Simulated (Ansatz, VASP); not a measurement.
Ti2SnTe3 in VASP and in Ansatz

```
CELL_PARAMETERS angstrom
5.27353 0.00000 0.00000
-2.63677 4.56701 0.00000
0.00000 0.00000 6.28103
ATOMIC_POSITIONS crystal
Ti 0.00000 0.00000 0.20777
Ti 0.00000 0.00000 0.79223
Sn 0.33333 0.66667 0.00000
Te 0.33333 0.66667 0.50000
Te 0.66667 0.33333 0.00000
Te 0.66667 0.33333 0.50000
```

Change from the starting cell: species swapped into the Eu2Ge3Au type (P-6m2, No. 187).

Alike in both runs: functional PBE; k mesh 6 × 6 × 2; occupations gaussian, width 0.1 eV; no spin polarisation.

Ansatz relaxed the structure, and its values are those at the end. VASP's run is a single point on that final structure, the one shown.

|  | VASP | Ansatz |
| --- | --- | --- |
| version | VASP 6.6.1 | Ansatz 0.2.0 |
| potentials or method | VASP PAW PBE potentials, release 64 (Ti_sv, Sn_d, Te), cutoff 520 eV | scalar-relativistic, plane waves, PAW |
| valence electrons in the cell | 56 | 86 |

|  | VASP | Ansatz | Ansatz less VASP |
| --- | --- | --- | --- |
| gap on the k mesh at the Fermi level (eV) | none | none | - |
| pressure (GPa) | 0.1 | 0.1 | -0.01 |
| rms of the force components (eV/Å) | 0.004 | 0.002 | -0.0022 |

A gap of «none» marks a metal or a gap that the smearing closes. The functional is the same, so the differences come from potentials, cutoffs and numerics. VASP's potentials hold 56 valence electrons a cell and Ansatz's 86, so a difference there can come from the potentials and not from the codes.

The k mesh is coarse, so the values compare programs but aren't converged. Neither program's run includes spin-orbit coupling.
